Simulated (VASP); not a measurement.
# NaB (Fm-3m) in VASP: notebook

NaB is run at these levels: PBE+D4, PBEsol, LDA, r2SCAN+rVV10; tasks: relaxation of cell and atoms.

All numbers are computed with VASP 6.6.1; they aren't measurements. Logs are shortened: lines on timing, memory, paths and dates and some standing lists are left out, and cuts for length are marked.

## 1. The cell of the first run

The structure is cubic, space group Fm-3m (No. 225). The conventional cell has a = 5.368 Å, b = 5.368 Å, c = 5.368 Å, α = 90.00°, β = 90.00°, γ = 90.00°. Within 3.5 Å of Na (site symmetry m-3m) lie 6 B at 2.68 Å. Within 3.5 Å of B (site symmetry m-3m) lie 6 Na at 2.68 Å.

## 2. Relaxation of cell and atoms, PBE+D4

File INCAR:

```
PREC = Accurate
ENCUT = 600
EDIFF = 1E-6
ISMEAR = -1
SIGMA = 0.1
LREAL = F
LASPH = T
NELM = 100
ALGO = Normal
ISIF = 3
LWAVE = F
LCHARG = F
GGA = PE
IVDW = 13
IBRION = 2
NSW = 80
EDIFFG = -0.01
```

File KPOINTS:

```
regular mesh
0
Gamma
  9 9 9
```

File POSCAR:

```
NaB
1.0
    0.0000000000      2.6838690000      2.6838690000
    2.6838690000      0.0000000000      2.6838690000
    2.6838690000      2.6838690000      0.0000000000
Na B
1 1
Direct
    0.0000000000      0.0000000000      0.0000000000
    0.5000000000      0.5000000000      0.5000000000
```

Potentials or basis: VASP PAW PBE potentials, release 64 (Na_pv, B).

Launch:

```sh
> cat potpaw_PBE.64/Na_pv/POTCAR potpaw_PBE.64/B/POTCAR > POTCAR
> mpirun -np 1 vasp_std > vasp.out
```

OUTCAR:

```text
PREC = Accurate
   ENCUT = 600
   EDIFF = 1E-6
   ISMEAR = -1
   LREAL = F
   LASPH = T
   NELM = 100
   ISIF = 3
   GGA = PE
   IVDW = 13
   IBRION = 2
   NSW = 80
   EDIFFG = -0.01

 ion  position               nearest neighbor table
   1  0.000  0.000  0.000-
   2  0.500  0.500  0.500-

  LATTYP: Found a face centered cubic cell.
 ALAT       =     5.3677380000

  Lattice vectors:

 A1 = (   0.0000000000,   2.6838690000,   2.6838690000)
 A2 = (   2.6838690000,   0.0000000000,   2.6838690000)
 A3 = (   2.6838690000,   2.6838690000,   0.0000000000)

Analysis of symmetry for initial positions (statically):
=====================================================================
 Subroutine PRICEL returns:
 Original cell was already a primitive cell.

 Routine SETGRP: Setting up the symmetry group for a
 face centered cubic supercell.

 Subroutine GETGRP returns: Found 48 space group operations
 (whereof 48 operations were pure point group operations)
 out of a pool of 48 trial point group operations.

The static configuration has the point symmetry O_h .

Analysis of symmetry for dynamics (positions and initial velocities):
=====================================================================
 Subroutine PRICEL returns:
 Original cell was already a primitive cell.

 Routine SETGRP: Setting up the symmetry group for a
 face centered cubic supercell.

 Subroutine GETGRP returns: Found 48 space group operations
 (whereof 48 operations were pure point group operations)
 out of a pool of 48 trial point group operations.

The dynamic configuration has the point symmetry O_h .

 Subroutine INISYM returns: Found 48 space group operations
 (whereof 48 operations are pure point group operations),
 and found     1 'primitive' translations

----------------------------------------------------------------------------------------

                                     Primitive cell

  volume of cell :      38.6646

  direct lattice vectors                    reciprocal lattice vectors
     0.000000000  2.683869000  2.683869000    -0.186298214  0.186298214  0.186298214
     2.683869000  0.000000000  2.683869000     0.186298214 -0.186298214  0.186298214
     2.683869000  2.683869000  0.000000000     0.186298214  0.186298214 -0.186298214

  length of vectors
     3.795563939  3.795563939  3.795563939     0.322677971  0.322677971  0.322677971

  position of ions in fractional coordinates (direct lattice)
     0.000000000  0.000000000  0.000000000
[... 68 lines left out ...]
 SYSTEM =  unknown system
   PREC   = accura    normal or accurate (medium, high low for compatibility)
   ISTART =      0    job   : 0-new  1-cont  2-samecut
   ICHARG =      2    charge: 1-file 2-atom 10-const
   ISPIN  =      1    spin polarized calculation?
   LNONCOLLINEAR =      F non collinear calculations
   LSORBIT =      F    spin-orbit coupling
   LASPH  =      T    aspherical Exc in radial PAW
   ENCUT  =  600.0 eV  44.10 Ry    6.64 a.u.   7.58  7.58  7.58*2*pi/ulx,y,z
   NELM   =    100;   NELMIN=  2; NELMDL= -5     # of ELM steps
   EDIFF  = 0.1E-05   stopping-criterion for ELM
   LREAL  =      F    real-space projection
   EDIFFG = -.1E-01   stopping-criterion for IOM
   NSW    =     80    number of steps for IOM
   IBRION =      2    ionic relax: 0-MD 1-quasi-New 2-CG
   NFREE  =      1    steps in history (QN), initial steepest desc. (CG)
   ISIF   =      3    stress and relaxation
   ISYM   =      2    0-nonsym 1-usesym 2-fastsym
   POTIM  = 0.5000    time-step for ionic-motion
   TEBEG  =    0.0;   TEEND  =   0.0 temperature during run
   PSTRESS=    0.0 pullay stress
   NELECT =      10.0000    total number of electrons
   NUPDOWN=      -1.0000    fix difference up-down
   EMIN   =  10.00;   EMAX   =-10.00  energy-range for DOS
   EFERMI =   0.00;   METHOD = LEGACY
   ISMEAR =    -1;   SIGMA  =   0.10  broadening in eV -4-tet -1-fermi 0-gaus
   EFERMI_NEDOS =   21; number of points for ismear=-14 and -15
   IALGO  =     38    algorithm
   IMIX   =      4    mixing-type and parameters
     AMIX     =   0.40;   BMIX     =  1.00
     AMIX_MAG =   1.60;   BMIX_MAG =  1.00
  volume/ion in A,a.u.               =      19.33       130.46
  Fermi-wavevector in a.u.,A,eV,Ry     =   1.043046  1.971071 14.802394  1.087945
  Thomas-Fermi vector in A             =   2.177738
   LORBIT       =      0    0 simple, 1 ext, 2 COOP (PROOUT), +10 PAW based schemes
   GGA     = PE    functional components
   LHFCALC =     F    Hartree Fock is set to
   AEXX    =    0.0000 exact exchange contribution
   IVDW    =    13    specifies the selected vdW correction
   LEPSILON=     F    determine dielectric tensor
   LRPA    =     F    only Hartree local field effects (RPA)
 conjugate gradient relaxation of ions
 non-spin polarized calculation
  energy-cutoff  :      600.00
  volume of cell :       38.66
 maximum number of plane-waves:      1311
   NGX = 15   NGY = 15   NGZ = 15

--------------------------------------- Ionic step        1  -------------------------------------------

 number of electron      10.0000000 magnetization

 number of electron       9.9999996 magnetization

 Free energy of the ion-electron system (eV)
  ---------------------------------------------------
  ext. energy  EPLUGINS =         0.00000000
  ---------------------------------------------------
  free energy    TOTEN  =        -4.32443162 eV

  energy without entropy =       -4.28756793  energy(sigma->0) =       -4.30599978

------------------------ aborting loop because EDIFF is reached ----------------------------------------

  DFT-D4 for vdW energy calculation

  Edisp (eV):   -0.14913
[... 151 lines left out ...]
--------------------------------------- Ionic step        5  -------------------------------------------

 number of electron      10.0000000 magnetization

 Free energy of the ion-electron system (eV)
  ---------------------------------------------------
  ext. energy  EPLUGINS =         0.00000000
  ---------------------------------------------------
  free energy    TOTEN  =        -4.32216934 eV

  energy without entropy =       -4.28601568  energy(sigma->0) =       -4.30409251

 E-fermi :   0.8343     XC(G=0):  -8.3922

 val. band max:        0.8204307651   @ k =   0.3333   0.2222   0.0000
 cond. band min:       0.8793636753   @ k =  -0.2222   0.3333   0.1111
 fundamental gap:      0.0589329101
 Fermi energy:         0.8343450263

 k-point     1 :       0.0000    0.0000    0.0000
  band No.  band energies     occupation
      1     -22.1666      2.00000
      2     -22.1666      2.00000
      3     -22.1666      2.00000
      4      -6.3816      2.00000
      5       3.2615      0.00000
      6       3.2615      0.00000
      7       3.2615      0.00000
      8       8.4696      0.00000
      9      11.1614      0.00000
[... 265 lines left out ...]
 k-point    24 :       0.4444    0.4444    0.0000
  band No.  band energies     occupation
      1     -22.2048      2.00000
      2     -22.1815      2.00000
      3     -22.1815      2.00000
      4      -4.0545      2.00000
      5      -0.4715      2.00000
      6       1.8775      0.00006
      7       1.8775      0.00006
      8       6.9870      0.00000
      9       7.9720      0.00000

 [... further k-points ...]

------------------------ aborting loop because EDIFF is reached ----------------------------------------

  DFT-D4 for vdW energy calculation

  Edisp (eV):   -0.15272
[... 25 lines left out ...]
  FREE ENERGIE OF THE ION-ELECTRON SYSTEM (eV)
  ---------------------------------------------------
  free  energy   TOTEN  =        -4.4748875677 eV

  energy  without entropy=       -4.4387339067  energy(sigma->0) =       -4.45681074

 reached required accuracy - stopping structural energy minimisation
```

CONTCAR:

```text
NaB
   1.00000000000000
    -0.0000000000000000    2.6658793036368920    2.6658793036368920
     2.6658793036368920    0.0000000000000000    2.6658793036368920
     2.6658793036368920    2.6658793036368920   -0.0000000000000000
  Na              B
     1     1
Direct
     0.0000000000000000    0.0000000000000000    0.0000000000000000
     0.5000000000000000    0.5000000000000000    0.5000000000000000

  0.00000000E+00  0.00000000E+00  0.00000000E+00
  0.00000000E+00  0.00000000E+00  0.00000000E+00
```

Run time: 66 s. Hardware: 1 thread of Intel Xeon 8259CL, shared host; peak memory 0.17 GiB.

Results:

| Property | Result |
| --- | --- |
| Free energy | -4.4749 eV |
| Relaxed volume | 18.95 Å³/atom |
| Relaxed cell | a = 3.770 Å, b = 3.770 Å, c = 3.770 Å, α = 60.00°, β = 60.00°, γ = 60.00° |
| Space group after relaxing (to 0.1 Å) | Fm-3m (No. 225) |
| Energy gained by relaxing | 0.7 meV/atom |
| Ionic steps | 5 |
| Pressure after relaxing | 0.0 GPa |
| Band gap on the k mesh | zero (bands 5 and 6 overlap by 3.06 eV) |
| Dispersion energy per atom | -0.076 eV |

Step by step:
| step | energy change (eV) | largest force (eV/Å) | pressure (GPa) | volume (Å³) |
| --- | --- | --- | --- | --- |
| 1 | 0.0000 | 0.0000 | -0.50 | 38.66 |
| 2 | -0.0009 | 0.0000 | -0.30 | 38.33 |
| 3 | -0.0012 | 0.0000 | -0.14 | 38.08 |
| 4 | -0.0012 | 0.0000 | 0.22 | 37.60 |
| 5 | -0.0013 | 0.0000 | -0.03 | 37.89 |

Final structure:
```cif
data_structure
_symmetry_space_group_name_H-M 'P 1'
_symmetry_Int_Tables_number 1
_cell_length_a 3.7701
_cell_length_b 3.7701
_cell_length_c 3.7701
_cell_angle_alpha 60.000
_cell_angle_beta 60.000
_cell_angle_gamma 60.000
_cell_volume 37.89
loop_
_atom_site_label
_atom_site_type_symbol
_atom_site_fract_x
_atom_site_fract_y
_atom_site_fract_z
_atom_site_occupancy
Na1 Na 0.00000 0.00000 0.00000 1
B1 B 0.50000 0.50000 0.50000 1
```

Levels at points of the mesh, in eV from the Fermi level:
```csv
k point,band 2,band 3,band 4,band 5,band 6,band 7,band 8,band 9
"(0.00, 0.00, 0.00)",-23.00,-23.00,-7.22,2.43,2.43,2.43,7.64,10.33
```

(Part 1 of 2 ends here.)
